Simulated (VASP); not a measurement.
# MoS (P6_3/mmc) in VASP: further runs

Runs on MoS. Level: PBE. Tasks: relaxation of shape and atoms at fixed volume.

Program: VASP 6.6.1. These are calculated values, not measurements. Logs are shortened: lines on timing, memory, paths and dates and some standing lists are left out, and cuts for length are marked.

**1. The cell of the first run**

It takes space group P6_3/mmc (No. 194, hexagonal). The conventional cell has a = 3.655 Å, b = 3.655 Å, c = 5.160 Å, α = 90.00°, β = 90.00°, γ = 120.00°. Mo (site symmetry -3m) has 6 S at 2.47 Å and 2 Mo at 2.58 Å within 3.3 Å. Within 3.4 Å of S (site symmetry -6m2) lie 6 Mo at 2.47 Å and 6 S at 3.33 Å.

**2. Relaxation of shape and atoms at fixed volume, PBE, collinear spin (14.93 Å³/atom)**

Input file INCAR:

```
PREC = Accurate
ENCUT = 600
EDIFF = 1E-6
ISMEAR = 0
SIGMA = 0.05
LREAL = F
LASPH = T
NELM = 150
ALGO = Normal
ISIF = 4
LWAVE = F
LCHARG = F
ISPIN = 2
MAGMOM = 0.05 0.05 0 0
LORBIT = 11
LMAXMIX = 4
GGA = PE
IBRION = 2
NSW = 60
EDIFFG = -0.01
```

Input file KPOINTS:

```
regular mesh
0
Gamma
  10 10 6
```

Input file POSCAR:

```
MoS
1.0
    3.6552547830      0.0000000000      0.0000000000
   -1.8276273915      3.1655434994      0.0000000000
    0.0000000000      0.0000000000      5.1599480726
Mo S
2 2
Direct
    0.0000000000      0.0000000000      0.0000000000
    0.0000000000      0.0000000000      0.5000000000
    0.3333333333      0.6666666667      0.2500000000
    0.6666666667      0.3333333333      0.7500000000
```

Potentials or basis: VASP PAW PBE potentials, release 64 (Mo_sv, S).

Run with:

```sh
> cat potpaw_PBE.64/Mo_sv/POTCAR potpaw_PBE.64/S/POTCAR > POTCAR
> mpirun -np 1 vasp_std > vasp.out
```

OUTCAR:

```text
PREC = Accurate
   ENCUT = 600
   EDIFF = 1E-6
   ISMEAR = 0
   LREAL = F
   LASPH = T
   NELM = 150
   ISIF = 4
   ISPIN = 2
   LORBIT = 11
   GGA = PE
   IBRION = 2
   NSW = 60
   EDIFFG = -0.01

 ion  position               nearest neighbor table
   1  0.000  0.000  0.000-   3 2.47   4 2.47   4 2.47   3 2.47   4 2.47   3 2.47   2 2.58   2 2.58

   2  0.000  0.000  0.500-   3 2.47   4 2.47   4 2.47   3 2.47   4 2.47   3 2.47   1 2.58   1 2.58

   3  0.333  0.667  0.250-   1 2.47   2 2.47   1 2.47   2 2.47   1 2.47   2 2.47
   4  0.667  0.333  0.750-   1 2.47   2 2.47   1 2.47   2 2.47   1 2.47   2 2.47

  LATTYP: Found a hexagonal cell.
 ALAT       =     3.6552547830
 C/A-ratio  =     1.4116520951

  Lattice vectors:

 A1 = (   3.6552547830,   0.0000000000,   0.0000000000)
 A2 = (  -1.8276273915,   3.1655434994,   0.0000000000)
 A3 = (   0.0000000000,   0.0000000000,   5.1599480726)

Analysis of symmetry for initial positions (statically):
=====================================================================
 Subroutine PRICEL returns:
 Original cell was already a primitive cell.

 Routine SETGRP: Setting up the symmetry group for a
 hexagonal supercell.

 Subroutine GETGRP returns: Found 24 space group operations
 (whereof 12 operations were pure point group operations)
 out of a pool of 24 trial point group operations.

The static configuration has the point symmetry D_3d.
 The point group associated with its full space group is D_6h.

Analysis of symmetry for dynamics (positions and initial velocities):
=====================================================================
 Subroutine PRICEL returns:
 Original cell was already a primitive cell.

 Routine SETGRP: Setting up the symmetry group for a
 hexagonal supercell.

 Subroutine GETGRP returns: Found 24 space group operations
 (whereof 12 operations were pure point group operations)
 out of a pool of 24 trial point group operations.

The dynamic configuration has the point symmetry D_3d.
 The point group associated with its full space group is D_6h.

Analysis of structural, dynamic, and magnetic symmetry:
=====================================================================
 Subroutine PRICEL returns:
 Original cell was already a primitive cell.

 Routine SETGRP: Setting up the symmetry group for a
 hexagonal supercell.

 Subroutine GETGRP returns: Found 24 space group operations
 (whereof 12 operations were pure point group operations)
 out of a pool of 24 trial point group operations.

The overall configuration has the point symmetry D_3d.
 The point group associated with its full space group is D_6h.

 Subroutine INISYM returns: Found 24 space group operations
 (whereof 12 operations are pure point group operations),
 and found     1 'primitive' translations

----------------------------------------------------------------------------------------

                                     Primitive cell

  volume of cell :      59.7051

  direct lattice vectors                    reciprocal lattice vectors
     3.655254783  0.000000000  0.000000000     0.273578741  0.157950760  0.000000000
    -1.827627392  3.165543499  0.000000000     0.000000000  0.315901519  0.000000000
     0.000000000  0.000000000  5.159948073     0.000000000  0.000000000  0.193800400

  length of vectors
     3.655254783  3.655254783  5.159948073     0.315901519  0.315901519  0.193800400

  position of ions in fractional coordinates (direct lattice)
     0.000000000  0.000000000  0.000000000
     0.000000000  0.000000000  0.500000000
     0.333333333  0.666666667  0.250000000
     0.666666667  0.333333333  0.750000000

  ion indices of the primitive-cell ions
   primitive index   ion index
                 1           1
                 2           2
                 3           3
                 4           4

----------------------------------------------------------------------------------------

 KPOINTS: regular mesh

Automatic generation of k-mesh.
 Grid dimensions read from file:
 generate k-points for:   10   10    6

 Generating k-lattice:

  Cartesian coordinates                     Fractional coordinates (reciprocal lattice)
     0.027357874  0.015795076  0.000000000     0.100000000 -0.000000000  0.000000000
     0.000000000  0.031590152  0.000000000     0.000000000  0.100000000  0.000000000
     0.000000000  0.000000000  0.032300067     0.000000000  0.000000000  0.166666667

[... 61 lines left out ...]
   NFREE  =      1    steps in history (QN), initial steepest desc. (CG)
   ISIF   =      4    stress and relaxation
   ISYM   =      2    0-nonsym 1-usesym 2-fastsym
   POTIM  = 0.5000    time-step for ionic-motion
   TEBEG  =    0.0;   TEEND  =   0.0 temperature during run
   PSTRESS=    0.0 pullay stress
   NELECT =      40.0000    total number of electrons
   NUPDOWN=      -1.0000    fix difference up-down
   EMIN   =  10.00;   EMAX   =-10.00  energy-range for DOS
   EFERMI =   0.00;   METHOD = LEGACY
   ISMEAR =     0;   SIGMA  =   0.05  broadening in eV -4-tet -1-fermi 0-gaus
   EFERMI_NEDOS =   21; number of points for ismear=-14 and -15
   IALGO  =     38    algorithm
   IMIX   =      4    mixing-type and parameters
     AMIX     =   0.40;   BMIX     =  1.00
     AMIX_MAG =   1.60;   BMIX_MAG =  1.00
  volume/ion in A,a.u.               =      14.93       100.73
  Fermi-wavevector in a.u.,A,eV,Ry     =   1.432488  2.707010 27.919463  2.052023
  Thomas-Fermi vector in A             =   2.552110
   LORBIT       =     11    0 simple, 1 ext, 2 COOP (PROOUT), +10 PAW based schemes
   GGA     = PE    functional components
   LHFCALC =     F    Hartree Fock is set to
   AEXX    =    0.0000 exact exchange contribution
   IVDW    =     0    specifies the selected vdW correction
   LEPSILON=     F    determine dielectric tensor
   LRPA    =     F    only Hartree local field effects (RPA)
 conjugate gradient relaxation of ions
 spin polarized calculation
 Gauss-broadening in eV      SIGMA  =   0.05
  energy-cutoff  :      600.00
  volume of cell :       59.71
 maximum number of plane-waves:      2010
 NGX is ok and might be reduce to    30
   NGX = 15   NGY = 15   NGZ = 21

--------------------------------------- Ionic step        1  -------------------------------------------

 number of electron      39.9999997 magnetization       0.0001451

 number of electron      39.9999997 magnetization      -0.0000003

 Free energy of the ion-electron system (eV)
  ---------------------------------------------------
  ext. energy  EPLUGINS =         0.00000000
  ---------------------------------------------------
  free energy    TOTEN  =       -30.49071412 eV

  energy without entropy =      -30.48795831  energy(sigma->0) =      -30.48933622

------------------------ aborting loop because EDIFF is reached ----------------------------------------

  FORCE on cell =-STRESS in cart. coord.  units (eV):
  Direction    XX          YY          ZZ          XY          YZ          ZX
  --------------------------------------------------------------------------------------
  -------------------------------------------------------------------------------------
  Total        3.9743375      3.9743375      4.3425382      0.0000000      0.0000000      0.0000000
  in kB      106.6507843    106.6507843    116.5313987      0.0000000      0.0000000      0.0000000
  external PRESSURE =     109.9443224 kB  Pullay stress =       0.0000000 kB

 VOLUME and BASIS-vectors are now :
 -----------------------------------------------------------------------------
  energy-cutoff  :      600.00
  volume of cell :       59.71
      direct lattice vectors                 reciprocal lattice vectors
     3.655254783  0.000000000  0.000000000     0.273578741  0.157950760  0.000000000
    -1.827627392  3.165543499  0.000000000     0.000000000  0.315901519  0.000000000
     0.000000000  0.000000000  5.159948073     0.000000000  0.000000000  0.193800400

 POSITION                                       TOTAL-FORCE (eV/Angst)
 -----------------------------------------------------------------------------------
      0.00000      0.00000      0.00000        -0.000000      0.000000      0.000000
      0.00000      0.00000      2.57997        -0.000000      0.000000      0.000000
     -0.00000      2.11036      1.28999        -0.000000     -0.000000     -0.000000
      1.82763      1.05518      3.86996         0.000000      0.000000     -0.000000
 -----------------------------------------------------------------------------------
    total drift:                               -0.000000      0.000000      0.000000

  FREE ENERGIE OF THE ION-ELECTRON SYSTEM (eV)
  ---------------------------------------------------
  free  energy   TOTEN  =       -30.4907141212 eV

  energy  without entropy=      -30.4879583126  energy(sigma->0) =      -30.48933622

--------------------------------------- Ionic step        2  -------------------------------------------

 number of electron      39.9999998 magnetization      -0.0000105

 number of electron      39.9999998 magnetization       0.0000000

 Free energy of the ion-electron system (eV)
  ---------------------------------------------------
  ext. energy  EPLUGINS =         0.00000000
  ---------------------------------------------------
  free energy    TOTEN  =       -30.49131548 eV

  energy without entropy =      -30.48877408  energy(sigma->0) =      -30.49004478

 E-fermi :  11.5611     XC(G=0): -12.3211

 val. band max:       11.4786745991   @ k =   0.2000   0.0000   0.5000
 cond. band min:      11.5833421371   @ k =   0.2000   0.2000   0.1667
 fundamental gap:      0.1046675380
 Fermi energy:        11.5610735632

 spin component 1

 k-point     1 :       0.0000    0.0000    0.0000
  band No.  band energies     occupation
      1     -49.7786      1.00000
      2     -49.5665      1.00000
      3     -24.7691      1.00000
      4     -23.8686      1.00000
      5     -23.8686      1.00000
      6     -23.6674      1.00000
[... 637 lines left out ...]
     23      13.0110      0.00000
     24      13.6119      0.00000

 [... further k-points ...]

 spin component 2

 k-point     1 :       0.0000    0.0000    0.0000
  band No.  band energies     occupation
      1     -49.7786      1.00000
      2     -49.5665      1.00000
      3     -24.7691      1.00000
      4     -23.8686      1.00000
      5     -23.8686      1.00000
      6     -23.6674      1.00000
[... 637 lines left out ...]
     23      13.0110      0.00000
     24      13.6119      0.00000

 [... further k-points ...]

------------------------ aborting loop because EDIFF is reached ----------------------------------------

  FORCE on cell =-STRESS in cart. coord.  units (eV):
  Direction    XX          YY          ZZ          XY          YZ          ZX
  --------------------------------------------------------------------------------------
  -------------------------------------------------------------------------------------
  Total        4.0148452      4.0148452      4.0640937     -0.0000000      0.0000000      0.0000000
  in kB      107.7378035    107.7378035    109.0593790     -0.0000000      0.0000000      0.0000000
  external PRESSURE =     108.1783287 kB  Pullay stress =       0.0000000 kB

 VOLUME and BASIS-vectors are now :
 -----------------------------------------------------------------------------
  energy-cutoff  :      600.00
  volume of cell :       59.71
      direct lattice vectors                 reciprocal lattice vectors
     3.649852088  0.000000000  0.000000000     0.273983706  0.158184566 -0.000000000
    -1.824926044  3.160864628  0.000000000     0.000000000  0.316369132 -0.000000000
     0.000000000  0.000000000  5.175235410     0.000000000 -0.000000000  0.193227925

 POSITION                                       TOTAL-FORCE (eV/Angst)
 -----------------------------------------------------------------------------------
      3.64985      0.00000      0.00000        -0.000000     -0.000000      0.000000
      3.64985      0.00000      2.58762         0.000000      0.000000      0.000000
     -0.00000      2.10724      1.29381         0.000000      0.000000      0.000000
      1.82493      1.05362      3.88143        -0.000000     -0.000000     -0.000000
 -----------------------------------------------------------------------------------
    total drift:                                0.000000      0.000000      0.000000

  FREE ENERGIE OF THE ION-ELECTRON SYSTEM (eV)
  ---------------------------------------------------
  free  energy   TOTEN  =       -30.4913154784 eV

  energy  without entropy=      -30.4887740814  energy(sigma->0) =      -30.49004478

 reached required accuracy - stopping structural energy minimisation

 total charge

# of ion       s       p       d       tot
------------------------------------------
    1        2.271   6.167   4.165  12.604
    2        2.271   6.167   4.165  12.604
    3        1.305   2.423   0.000   3.728
    4        1.305   2.423   0.000   3.728
--------------------------------------------------
tot          7.151  17.181   8.331  32.663

 magnetization (x)

# of ion       s       p       d       tot
------------------------------------------
    1       -0.000   0.000   0.000   0.000
    2       -0.000   0.000   0.000   0.000
    3        0.000  -0.000   0.000  -0.000
    4        0.000  -0.000   0.000  -0.000
--------------------------------------------------
tot          0.000  -0.000   0.000   0.000
```

It took 4.4 min on 1 thread of Oxide Virtual Turin-like, shared host; peak memory 0.28 GiB.

Results:

```yaml
Free_energy: -30.4913 eV
Energy_gained_by_relaxing: 0.2 meV/atom
Ionic_steps: 2
Pressure_after_relaxing: 10.8 GPa
Band_gap_on_the_k_mesh: zero (filled and empty bands overlap)
Net_moment: 0.00 μB per cell
Valence_electrons_inside_the_program's_atomic_spheres: Mo 12.60; S 3.73
```

The path:
```csv
step,energy change (eV),largest force (eV/Å),pressure (GPa),volume (Å³)
1,0.0000,0.0000,10.99,59.71
2,-0.0006,0.0000,10.82,59.71
```

Final structure:
```xyz
4
Lattice="3.6499 0.0000 0.0000 -1.8249 3.1609 0.0000 0.0000 0.0000 5.1752" Properties=species:S:1:pos:R:3 pbc="T T T"
Mo    3.6499    0.0000    0.0000
Mo    3.6499    0.0000    2.5876
S     0.0000    2.1072    1.2938
S     1.8249    1.0536    3.8814
```

[end of part 1 of 2]
